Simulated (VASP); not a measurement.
# Si3Sn (P-4m2) in VASP: relaxation of cell and atoms with PBE

Aim: the relaxation of cell and atoms of Si3Sn with PBE.

Everything below comes from runs of VASP 6.6.1. Logs are shortened: lines on timing, memory, paths and dates and some standing lists are left out, and cuts for length are marked.

## Step 1: The cell of the first run

It takes space group P-4m2 (No. 115, tetragonal). Conventional cell: a = 4.061 Å, b = 4.061 Å, c = 5.782 Å, α = 90.00°, β = 90.00°, γ = 90.00°. Within 3.2 Å of Si (site symmetry 2mm) lie 2 Si at 2.41 Å and 2 Sn at 2.58 Å. Within 3.2 Å of Si (site symmetry -4m2) lie 4 Si at 2.41 Å. Within 3.4 Å of Sn (site symmetry -4m2) lie 4 Si at 2.58 Å.

## Step 2: Relaxation of cell and atoms, PBE

Input file INCAR:

```
SYSTEM = Si3Sn
PREC = Accurate ; ENCUT = 600
EDIFF = 1E-7 ; ISMEAR = 0
SIGMA = 0.01 ; LREAL = .FALSE.
LASPH = .TRUE. ; NELM = 60
ALGO = Normal ; ISIF = 3
LWAVE = .FALSE. ; LCHARG = .FALSE.
GGA = PE ; IBRION = 2
NSW = 100 ; EDIFFG = -0.01
```

Input file KPOINTS:

```
Automatic mesh
0
G
  10 10 6
  0 0 0
```

Input file POSCAR:

```
Si3Sn
1.0
    4.0610695774      0.0000000000      0.0000000000
    0.0000000000      4.0610695774      0.0000000000
    0.0000000000      0.0000000000      5.7815497644
Si Sn
3 1
Direct
    0.5000000000      0.0000000000      0.2245073084
    0.0000000000      0.5000000000      0.7754926916
    0.5000000000      0.5000000000      0.0000000000
    0.0000000000      0.0000000000      0.5000000000
```

Potentials or basis: VASP PAW PBE potentials, release 64 (Si, Sn_d).

Launch:

```bash
$ cat potpaw_PBE.64/Si/POTCAR potpaw_PBE.64/Sn_d/POTCAR > POTCAR
$ mpirun -np 1 vasp_std > vasp.out
```

OUTCAR:

```text
SYSTEM = Si3Sn
   PREC = Accurate
   ENCUT = 600
   EDIFF = 1E-7
   ISMEAR = 0
   LREAL = .FALSE.
   LASPH = .TRUE.
   NELM = 60
   ISIF = 3
   GGA = PE
   IBRION = 2
   NSW = 100
   EDIFFG = -0.01

 ion  position               nearest neighbor table
   1  0.500  0.000  0.225-   3 2.41   3 2.41   4 2.58   4 2.58
   2  0.000  0.500  0.775-   3 2.41   3 2.41   4 2.58   4 2.58
   3  0.500  0.500  0.000-   1 2.41   2 2.41   1 2.41   2 2.41
   4  0.000  0.000  0.500-   1 2.58   2 2.58   2 2.58   1 2.58

  LATTYP: Found a simple tetragonal cell.
 ALAT       =     4.0610695774
 C/A-ratio  =     1.4236519848

  Lattice vectors:

 A1 = (   4.0610695774,   0.0000000000,   0.0000000000)
 A2 = (   0.0000000000,   4.0610695774,   0.0000000000)
 A3 = (   0.0000000000,   0.0000000000,   5.7815497644)

Analysis of symmetry for initial positions (statically):
=====================================================================
 Subroutine PRICEL returns:
 Original cell was already a primitive cell.

 Routine SETGRP: Setting up the symmetry group for a
 simple tetragonal supercell.

 Subroutine GETGRP returns: Found  8 space group operations
 (whereof  8 operations were pure point group operations)
 out of a pool of 16 trial point group operations.

The static configuration has the point symmetry D_2d.

Analysis of symmetry for dynamics (positions and initial velocities):
=====================================================================
 Subroutine PRICEL returns:
 Original cell was already a primitive cell.

 Routine SETGRP: Setting up the symmetry group for a
 simple tetragonal supercell.

 Subroutine GETGRP returns: Found  8 space group operations
 (whereof  8 operations were pure point group operations)
 out of a pool of 16 trial point group operations.

The dynamic configuration has the point symmetry D_2d.

 Subroutine INISYM returns: Found  8 space group operations
 (whereof  8 operations are pure point group operations),
 and found     1 'primitive' translations

----------------------------------------------------------------------------------------

                                     Primitive cell

  volume of cell :      95.3510

  direct lattice vectors                    reciprocal lattice vectors
     4.061069577  0.000000000  0.000000000     0.246240548  0.000000000  0.000000000
[... 98 lines left out ...]
   POTIM  = 0.5000    time-step for ionic-motion
   TEBEG  =    0.0;   TEEND  =   0.0 temperature during run
   PSTRESS=    0.0 pullay stress
   NELECT =      26.0000    total number of electrons
   NUPDOWN=      -1.0000    fix difference up-down
   EMIN   =  10.00;   EMAX   =-10.00  energy-range for DOS
   EFERMI =   0.00;   METHOD = LEGACY
   ISMEAR =     0;   SIGMA  =   0.01  broadening in eV -4-tet -1-fermi 0-gaus
   EFERMI_NEDOS =   21; number of points for ismear=-14 and -15
   IALGO  =     38    algorithm
   IMIX   =      4    mixing-type and parameters
     AMIX     =   0.40;   BMIX     =  1.00
     AMIX_MAG =   1.60;   BMIX_MAG =  1.00
  volume/ion in A,a.u.               =      23.84       160.87
  Fermi-wavevector in a.u.,A,eV,Ry     =   1.061592  2.006118 15.333456  1.126977
  Thomas-Fermi vector in A             =   2.197013
   LORBIT       =      0    0 simple, 1 ext, 2 COOP (PROOUT), +10 PAW based schemes
   GGA     = PE    functional components
   LHFCALC =     F    Hartree Fock is set to
   AEXX    =    0.0000 exact exchange contribution
   IVDW    =     0    specifies the selected vdW correction
   LEPSILON=     F    determine dielectric tensor
   LRPA    =     F    only Hartree local field effects (RPA)
 conjugate gradient relaxation of ions
 non-spin polarized calculation
 Gauss-broadening in eV      SIGMA  =   0.01
  energy-cutoff  :      600.00
  volume of cell :       95.35
 maximum number of plane-waves:      3216
   NGX = 17   NGY = 17   NGZ = 23

--------------------------------------- Ionic step        1  -------------------------------------------

 number of electron      26.0000011 magnetization

 Free energy of the ion-electron system (eV)
  ---------------------------------------------------
  ext. energy  EPLUGINS =         0.00000000
  ---------------------------------------------------
  free energy    TOTEN  =       -19.61393630 eV

  energy without entropy =      -19.61393630  energy(sigma->0) =      -19.61393630

------------------------ aborting loop because EDIFF is reached ----------------------------------------

  FORCE on cell =-STRESS in cart. coord.  units (eV):
  Direction    XX          YY          ZZ          XY          YZ          ZX
  --------------------------------------------------------------------------------------
  -------------------------------------------------------------------------------------
  Total        0.0205309      0.0205309      0.1408262      0.0000000      0.0000000      0.0000000
  in kB        0.3449791      0.3449791      2.3662947      0.0000000      0.0000000      0.0000000
  external PRESSURE =       1.0187510 kB  Pullay stress =       0.0000000 kB
[... 101 lines left out ...]
--------------------------------------- Ionic step        4  -------------------------------------------

 number of electron      26.0000010 magnetization

 Free energy of the ion-electron system (eV)
  ---------------------------------------------------
  ext. energy  EPLUGINS =         0.00000000
  ---------------------------------------------------
  free energy    TOTEN  =       -19.61410203 eV

  energy without entropy =      -19.61410203  energy(sigma->0) =      -19.61410203

 E-fermi :   5.8751     XC(G=0):  -9.2077

 val. band max:        5.8046317581   @ k =   0.0000   0.0000   0.0000
 cond. band min:       6.0277817006   @ k =   0.5000   0.5000   0.0000
 fundamental gap:      0.2231499425
 Fermi energy:         5.8751223858

 k-point     1 :       0.0000    0.0000    0.0000
  band No.  band energies     occupation
      1     -15.4751      2.00000
      2     -15.4361      2.00000
      3     -15.4361      2.00000
      4     -15.4035      2.00000
      5     -15.3969      2.00000
      6      -5.7940      2.00000
[... 457 lines left out ...]
      4     -15.4060      2.00000
      5     -15.3938      2.00000
      6      -5.3789      2.00000
[... 9 lines left out ...]
     16       8.3783      0.00000
     17       8.7226      0.00000

 [... further k-points ...]

------------------------ aborting loop because EDIFF is reached ----------------------------------------

  FORCE on cell =-STRESS in cart. coord.  units (eV):
  Direction    XX          YY          ZZ          XY          YZ          ZX
  --------------------------------------------------------------------------------------
  -------------------------------------------------------------------------------------
  Total       -0.0120116     -0.0120116      0.0056274      0.0000000      0.0000000      0.0000000
  in kB       -0.2015064     -0.2015064      0.0944057      0.0000000      0.0000000      0.0000000
  external PRESSURE =      -0.1028691 kB  Pullay stress =       0.0000000 kB
[... 19 lines left out ...]
  FREE ENERGIE OF THE ION-ELECTRON SYSTEM (eV)
  ---------------------------------------------------
  free  energy   TOTEN  =       -19.6141020343 eV

  energy  without entropy=      -19.6141020343  energy(sigma->0) =      -19.61410203

 reached required accuracy - stopping structural energy minimisation
```

CONTCAR:

```text
Si3Sn
   1.00000000000000
     4.0599370494562947    0.0000000000000000    0.0000000000000000
     0.0000000000000000    4.0599370494562947    0.0000000000000000
     0.0000000000000000    0.0000000000000000    5.7940513910910454
  Si              Sn
     3     1
Direct
     0.5000000000000000    1.0000000000000000    0.2246981869455688
     0.0000000000000000    0.5000000000000000    0.7753018130544311
     0.5000000000000000    0.5000000000000000    0.0000000000000000
     0.0000000000000000    0.0000000000000000    0.5000000000000000

  0.00000000E+00  0.00000000E+00  0.00000000E+00
  0.00000000E+00  0.00000000E+00  0.00000000E+00
  0.00000000E+00  0.00000000E+00  0.00000000E+00
  0.00000000E+00  0.00000000E+00  0.00000000E+00
```

Wall time 6.8 min (1 thread of Intel Xeon 8259CL, shared host); peak memory 0.33 GiB.

Results:

```yaml
Free_energy: -19.6141 eV
Relaxed_volume: 23.88 Å³/atom
Relaxed_cell: a = 4.060 Å, b = 4.060 Å, c = 5.794 Å, α = 90.00°, β = 90.00°, γ = 90.00°
Space_group_after_relaxing_to_0.1_Å: P-4m2 (No. 115)
Energy_gained_by_relaxing: 0.0 meV/atom
Ionic_steps: 4
Pressure_after_relaxing: 0.0 GPa
Band_gap_on_the_k_mesh: 0.22 eV (least direct gap 0.50 eV)
```

The path:
| step | energy change (eV) | largest force (eV/Å) | pressure (GPa) | volume (Å³) |
| --- | --- | --- | --- | --- |
| 1 | 0.0000 | 0.0128 | 0.10 | 95.35 |
| 2 | -0.0001 | 0.0076 | -0.05 | 95.56 |
| 3 | -0.0001 | 0.0077 | -0.05 | 95.56 |
| 4 | -0.0002 | 0.0010 | -0.01 | 95.50 |

Final structure:
```xyz
4
Lattice="4.0599 0.0000 0.0000 0.0000 4.0599 0.0000 0.0000 0.0000 5.7941" Properties=species:S:1:pos:R:3 pbc="T T T"
Si    2.0300    4.0599    1.3019
Si    0.0000    2.0300    4.4921
Si    2.0300    2.0300    0.0000
Sn    0.0000    0.0000    2.8970
```

Caveat: spin-orbit coupling is left out, which moves the levels of the heavy elements. A k mesh can miss the band edges.
